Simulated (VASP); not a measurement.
# Si in VASP: relaxation of the atoms with PBEsol

Aim: the relaxation of the atoms of Si with PBEsol.

Program: VASP 6.6.1. These are calculated values, not measurements. Logs are shortened: lines on timing, memory, paths and dates and some standing lists are left out, and cuts for length are marked.

## 1. The cell of the first run

The cell holds a slab with vacuum, 6 atoms: a = 3.842 Å, b = 5.434 Å, c = 19.842 Å, α = 90.00°, β = 90.00°, γ = 90.00°.

## 2. Relaxation of the atoms, PBEsol

Input file INCAR:

```
SYSTEM = Si
ALGO     = Normal         ! electronic algorithm
DIPOL    = 0.5 0.5 0.500
EDIFF    = 1E-7           ! SCF threshold, eV
EDIFFG   = -0.01          ! ionic threshold
ENCUT    = 520            ! plane-wave cutoff, eV
GGA      = PS             ! functional
IBRION   = 2              ! ionic algorithm
IDIPOL   = 3            
ISIF     = 2              ! what is computed and relaxed
ISMEAR   = -1             ! smearing method
LASPH    = .TRUE.         ! aspherical terms in the spheres
LCHARG   = .FALSE.        ! write CHGCAR
LDIPOL   = .TRUE.       
LREAL    = .FALSE.        ! projectors in reciprocal space
LWAVE    = .FALSE.        ! write WAVECAR
NELM     = 80             ! most SCF steps
NSW      = 60             ! ionic steps
PREC     = Accurate       ! precision mode
SIGMA    = 0.02           ! smearing width, eV
```

Input file KPOINTS:

```
k-points
0
G
  7 5 1
  0 0 0
```

Input file POSCAR:

```
Si
1.0
    3.8424174388      0.0000000000      0.0000000000
    0.0000000000      5.4339988542      0.0000000000
    0.0000000000      0.0000000000     19.8424000000
Si
6
Direct
    0.7500000000      0.1250000000      0.4031765956
    0.2500000000      0.8750000000      0.4031765956
    0.2500000000      0.6250000000      0.5000000000
    0.7500000000      0.3750000000      0.5000000000
    0.7500000000      0.1250000000      0.5968234044
    0.2500000000      0.8750000000      0.5968234044
```

Potentials or basis: VASP PAW PBE potentials, release 64 (Si).

Launch:

```sh
$ cat potpaw_PBE.64/Si/POTCAR > POTCAR
$ mpirun -np 1 vasp_std > vasp.out
```

OUTCAR:

```text
SYSTEM = Si
   EDIFF = 1E-7
   EDIFFG = -0.01
   ENCUT = 520
   GGA = PS
   IBRION = 2
   ISIF = 2
   ISMEAR = -1
   LASPH = .TRUE.
   LREAL = .FALSE.
   NELM = 80
   NSW = 60
   PREC = Accurate

 ion  position               nearest neighbor table
   1  0.750  0.125  0.403-   2 2.35   2 2.35   4 2.35
   2  0.250  0.875  0.403-   1 2.35   1 2.35   3 2.35
   3  0.250  0.625  0.500-   4 2.35   4 2.35   6 2.35   2 2.35
   4  0.750  0.375  0.500-   3 2.35   3 2.35   5 2.35   1 2.35
   5  0.750  0.125  0.597-   6 2.35   6 2.35   4 2.35
   6  0.250  0.875  0.597-   5 2.35   5 2.35   3 2.35

  LATTYP: Found a simple orthorhombic cell.
 ALAT       =     3.8424174388
 B/A-ratio  =     1.4142135624
 C/A-ratio  =     5.1640406895

  Lattice vectors:

 A1 = (   3.8424174388,   0.0000000000,   0.0000000000)
 A2 = (   0.0000000000,   5.4339988542,   0.0000000000)
 A3 = (   0.0000000000,   0.0000000000,  19.8424000000)

Analysis of symmetry for initial positions (statically):
=====================================================================
 Subroutine PRICEL returns:
 Original cell was already a primitive cell.

 Routine SETGRP: Setting up the symmetry group for a
 simple orthorhombic supercell.

 Subroutine GETGRP returns: Found  8 space group operations
 (whereof  4 operations were pure point group operations)
 out of a pool of  8 trial point group operations.

The static configuration has the point symmetry C_2h.
 The point group associated with its full space group is D_2h.

Analysis of symmetry for dynamics (positions and initial velocities):
=====================================================================
 Subroutine PRICEL returns:
 Original cell was already a primitive cell.

 Routine SETGRP: Setting up the symmetry group for a
 simple orthorhombic supercell.

 Subroutine GETGRP returns: Found  8 space group operations
 (whereof  4 operations were pure point group operations)
 out of a pool of  8 trial point group operations.

The dynamic configuration has the point symmetry C_2h.
 The point group associated with its full space group is D_2h.

 Subroutine INISYM returns: Found  8 space group operations
 (whereof  4 operations are pure point group operations),
 and found     1 'primitive' translations

----------------------------------------------------------------------------------------

                                     Primitive cell

  volume of cell :     414.3032

  direct lattice vectors                    reciprocal lattice vectors
     3.842417439  0.000000000  0.000000000     0.260252827  0.000000000  0.000000000
     0.000000000  5.433998854  0.000000000     0.000000000  0.184026539  0.000000000
     0.000000000  0.000000000 19.842400000     0.000000000  0.000000000  0.050397129

  length of vectors
     3.842417439  5.433998854 19.842400000     0.260252827  0.184026539  0.050397129

  position of ions in fractional coordinates (direct lattice)
     0.750000000  0.125000000  0.403176596
     0.250000000  0.875000000  0.403176596
     0.250000000  0.625000000  0.500000000
     0.750000000  0.375000000  0.500000000
     0.750000000  0.125000000  0.596823404
     0.250000000  0.875000000  0.596823404

  ion indices of the primitive-cell ions
   primitive index   ion index
                 1           1
                 2           2
                 3           3
                 4           4
                 5           5
                 6           6

----------------------------------------------------------------------------------------

 KPOINTS: k-points

Automatic generation of k-mesh.
 Grid dimensions read from file:
 generate k-points for:    7    5    1

 Generating k-lattice:

  Cartesian coordinates                     Fractional coordinates (reciprocal lattice)
     0.037178975  0.000000000  0.000000000     0.142857143  0.000000000  0.000000000
     0.000000000  0.036805308  0.000000000     0.000000000  0.200000000  0.000000000
     0.000000000  0.000000000  0.050397129     0.000000000  0.000000000  1.000000000

  Length of vectors
     0.037178975  0.036805308  0.050397129

  Shift w.r.t. Gamma in fractional coordinates (k-lattice)
     0.000000000  0.000000000  0.000000000

 Subroutine IBZKPT returns following result:
 ===========================================

 Found     12 irreducible k-points:

 Following reciprocal coordinates:
            Coordinates               Weight
  0.000000  0.000000  0.000000      1.000000
  0.142857  0.000000  0.000000      2.000000
  0.285714  0.000000  0.000000      2.000000
  0.428571  0.000000  0.000000      2.000000
  0.000000  0.200000  0.000000      2.000000
  0.142857  0.200000  0.000000      4.000000
  0.285714  0.200000  0.000000      4.000000
  0.428571  0.200000  0.000000      4.000000
  0.000000  0.400000  0.000000      2.000000
  0.142857  0.400000  0.000000      4.000000
  0.285714  0.400000  0.000000      4.000000
  0.428571  0.400000  0.000000      4.000000
   k-points           NKPTS =     12   k-points in BZ     NKDIM =     12   number of bands    NBANDS=     16
   number of dos      NEDOS =    301   number of ions     NIONS =      6
   total plane-waves  NPLWV = 180000
   dimension x,y,z NGX =    30 NGY =   40 NGZ =  150
   dimension x,y,z NGXF=    60 NGYF=   80 NGZF=  300
   ions per type =               6
   NGX,Y,Z   is equivalent  to a cutoff of  12.98, 12.24, 12.57 a.u.
   NGXF,Y,Z  is equivalent  to a cutoff of  25.96, 24.47, 25.13 a.u.
 SYSTEM =  Si
   PREC   = accura    normal or accurate (medium, high low for compatibility)
   ISTART =      0    job   : 0-new  1-cont  2-samecut
   ICHARG =      2    charge: 1-file 2-atom 10-const
   ISPIN  =      1    spin polarized calculation?
   LNONCOLLINEAR =      F non collinear calculations
   LSORBIT =      F    spin-orbit coupling
   LASPH  =      T    aspherical Exc in radial PAW
   ENCUT  =  520.0 eV  38.22 Ry    6.18 a.u.   7.14 10.10 36.89*2*pi/ulx,y,z
   NELM   =     80;   NELMIN=  2; NELMDL= -5     # of ELM steps
   EDIFF  = 0.1E-06   stopping-criterion for ELM
   LREAL  =      F    real-space projection
   EDIFFG = -.1E-01   stopping-criterion for IOM
   NSW    =     60    number of steps for IOM
   IBRION =      2    ionic relax: 0-MD 1-quasi-New 2-CG
   NFREE  =      1    steps in history (QN), initial steepest desc. (CG)
   ISIF   =      2    stress and relaxation
   ISYM   =      2    0-nonsym 1-usesym 2-fastsym
   POTIM  = 0.5000    time-step for ionic-motion
   TEBEG  =    0.0;   TEEND  =   0.0 temperature during run
   PSTRESS=    0.0 pullay stress
   NELECT =      24.0000    total number of electrons
   NUPDOWN=      -1.0000    fix difference up-down
   EMIN   =  10.00;   EMAX   =-10.00  energy-range for DOS
   EFERMI =   0.00;   METHOD = LEGACY
   ISMEAR =    -1;   SIGMA  =   0.02  broadening in eV -4-tet -1-fermi 0-gaus
   EFERMI_NEDOS =   21; number of points for ismear=-14 and -15
   IALGO  =     38    algorithm
   IMIX   =      4    mixing-type and parameters
     AMIX     =   0.40;   BMIX     =  1.00
     AMIX_MAG =   1.60;   BMIX_MAG =  1.00
  volume/ion in A,a.u.               =      69.05       465.98
  Fermi-wavevector in a.u.,A,eV,Ry     =   0.633440  1.197029  5.459295  0.401247
  Thomas-Fermi vector in A             =   1.697098
   LORBIT       =      0    0 simple, 1 ext, 2 COOP (PROOUT), +10 PAW based schemes
   GGA     = PS    functional components
   LHFCALC =     F    Hartree Fock is set to
   AEXX    =    0.0000 exact exchange contribution
   IVDW    =     0    specifies the selected vdW correction
   LEPSILON=     F    determine dielectric tensor
   LRPA    =     F    only Hartree local field effects (RPA)
 conjugate gradient relaxation of ions
 non-spin polarized calculation
  energy-cutoff  :      520.00
  volume of cell :      414.30
 maximum number of plane-waves:     11189
 NGX is ok and might be reduce to    30
   NGX = 15   NGY = 21   NGZ = 73

 dipolmoment           0.000000      0.000000      0.000000 electrons x Angstroem

--------------------------------------- Ionic step        1  -------------------------------------------

 number of electron      24.0000000 magnetization

 Free energy of the ion-electron system (eV)
  ---------------------------------------------------
  ext. energy  EPLUGINS =         0.00000000
  ---------------------------------------------------
  free energy    TOTEN  =       -30.02714898 eV

  energy without entropy =      -30.02173314  energy(sigma->0) =      -30.02444106

------------------------ aborting loop because EDIFF is reached ----------------------------------------

  FORCE on cell =-STRESS in cart. coord.  units (eV):
  Direction    XX          YY          ZZ          XY          YZ          ZX
  --------------------------------------------------------------------------------------
  -------------------------------------------------------------------------------------
  Total       -1.9097982     -2.4261885     -1.2666667      0.0000000      0.0000000      0.0000000
  in kB       -7.3854978     -9.3824624     -4.8984047      0.0000000      0.0000000      0.0000000
  external PRESSURE =      -7.2221216 kB  Pullay stress =       0.0000000 kB
[... 101 lines left out ...]
  FREE ENERGIE OF THE ION-ELECTRON SYSTEM (eV)
  ---------------------------------------------------
  free  energy   TOTEN  =       -30.0857735141 eV

  energy  without entropy=      -30.0827281562  energy(sigma->0) =      -30.08425084

[... ionic steps 4 to 7 ...]

--------------------------------------- Ionic step        8  -------------------------------------------

 number of electron      24.0000000 magnetization

------------------------ aborting loop because EDIFF is reached ----------------------------------------
[... 75 lines left out ...]
--------------------------------------- Ionic step       10  -------------------------------------------

 number of electron      24.0000000 magnetization

 dipolmoment           0.000000      0.000000     -0.000000 electrons x Angstroem

 Free energy of the ion-electron system (eV)
  ---------------------------------------------------
  ext. energy  EPLUGINS =         0.00000000
  ---------------------------------------------------
  free energy    TOTEN  =       -30.10653245 eV

  energy without entropy =      -30.09875170  energy(sigma->0) =      -30.10264208

 E-fermi :  -1.8229     XC(G=0):  -3.5544

 val. band max:       -1.8461396295   @ k =   0.1429   0.0000   0.0000
 cond. band min:      -1.8123519209   @ k =   0.2857   0.4000   0.0000
 fundamental gap:      0.0337877085
 Fermi energy:        -1.8229460252

 k-point     1 :       0.0000    0.0000    0.0000
  band No.  band energies     occupation
      1     -13.1936      2.00000
      2     -11.4234      2.00000
      3      -9.9353      2.00000
      4      -8.8357      2.00000
      5      -6.2515      2.00000
      6      -5.0685      2.00000
[... 207 lines left out ...]
      5      -8.5268      2.00000
      6      -8.1383      2.00000
[... 8 lines left out ...]
     15       0.9479      0.00000
     16       1.6828      0.00000

------------------------ aborting loop because EDIFF is reached ----------------------------------------

 vacuum level on the upper side and lower side of the slab       (xc-potential included)        -0.007        -0.007

  FORCE on cell =-STRESS in cart. coord.  units (eV):
  Direction    XX          YY          ZZ          XY          YZ          ZX
  --------------------------------------------------------------------------------------
  -------------------------------------------------------------------------------------
  Total        0.4576131      0.5833632     -0.0091250      0.0000000      0.0000000      0.0000000
  in kB        1.7696638      2.2559596     -0.0352879      0.0000000      0.0000000      0.0000000
  external PRESSURE =       1.3301118 kB  Pullay stress =       0.0000000 kB
[... 21 lines left out ...]
  FREE ENERGIE OF THE ION-ELECTRON SYSTEM (eV)
  ---------------------------------------------------
  free  energy   TOTEN  =       -30.1065324483 eV

  energy  without entropy=      -30.0987517021  energy(sigma->0) =      -30.10264208

 reached required accuracy - stopping structural energy minimisation

 vacuum level on the upper side and lower side of the slab         3.050         3.050
```

Wall time 14 min (1 thread of Intel Xeon Platinum 8375C at 2.90GHz (Ice Lake), shared host); peak memory 0.46 GiB.

Results:

- Free energy: -30.1065 eV
- Energy gained by relaxing: 13.2 meV/atom
- Ionic steps: 10
- Largest force after relaxing: 0.004 eV/Å
- Band gap on the k mesh: zero (bands 12 and 13 overlap by 0.28 eV)

Forces on the atoms (eV/Å):
```
Si   0.000 -0.001  0.000
Si   0.000  0.001  0.000
Si   0.000 -0.004  0.000
Si   0.000  0.004  0.000
Si   0.000 -0.001  0.000
Si   0.000  0.001  0.000
```

The path:
```tsv
step	energy change (eV)	largest force (eV/Å)	pressure (GPa)
1	0.0000	0.6108	-0.72
2	-0.0502	0.2630	-0.54
3	-0.0586	0.2048	-0.41
4	-0.0659	0.1329	-0.31
5	-0.0689	0.2441	-0.19
6	-0.0750	0.1248	-0.10
7	-0.0788	0.0676	0.06
8	-0.0793	0.0182	0.12
9	-0.0793	0.0180	0.12
10	-0.0794	0.0038	0.13
```

Final structure:
```xyz
6
Lattice="3.8424 0.0000 0.0000 0.0000 5.4340 0.0000 0.0000 0.0000 19.8424" Properties=species:S:1:pos:R:3 pbc="T T T"
Si    2.8818    0.6323    8.0759
Si    0.9606    4.8017    8.0759
Si    0.9606    3.3852    9.9212
Si    2.8818    2.0488    9.9212
Si    2.8818    0.6323   11.7665
Si    0.9606    4.8017   11.7665
```

Levels at points of the mesh, in eV from the Fermi level:
```tsv
k point	band 8	band 9	band 10	band 11	band 12	band 13	band 14	band 15	band 16
(0.00, 0.00, 0.00)	-2.48	-1.34	-0.74	-0.35	-0.35	0.35	1.10	2.15	2.50
```

Caveat: the PAW data sets were made with another functional, which shifts forces and pressure a little.

The gap in the log of VASP goes by the Fermi energy; the results here count the filled bands.